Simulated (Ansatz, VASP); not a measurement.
## One calculation of Fe, two programs

```xyz
3
Lattice="4.1745 0.0000 0.0000 -2.0872 3.6152 0.0000 0.0000 0.0000 2.3763" Properties=species:S:1:pos:R:3 pbc="T T T"
Fe    0.0000    0.0000    0.0000
Fe    0.0000    2.4101    1.1882
Fe    2.0872    1.2051    1.1882
```

Change from the starting cell: volume scaled by 1, PAW files.

Alike in both runs: task single point; functional PBE; k mesh 9 × 9 × 12; occupations fermi-dirac, width 0.08 eV; collinear spin.

|  | VASP | Ansatz |
| --- | --- | --- |
| version | VASP 6.6.1 | Ansatz 0.2.0 |
| potentials or method | VASP PAW PBE potentials, release 64 (Fe_sv) | PAW with Ansatz's default frozen-core files, scalar-relativistic |
| plane-wave cutoff (eV) | 600 | 420 |
| valence electrons in the cell | 48 | 48 |

```tsv
	VASP	Ansatz	Ansatz less VASP
pressure (GPa)	-3.4	0.0	+3.36
net moment per atom (μB)	2.44	2.44	-0.002
size of the moment on the site where the two differ most (μB)	2.53	2.57	+0.040
```

Site moments also hang on the region over which each program counts them.
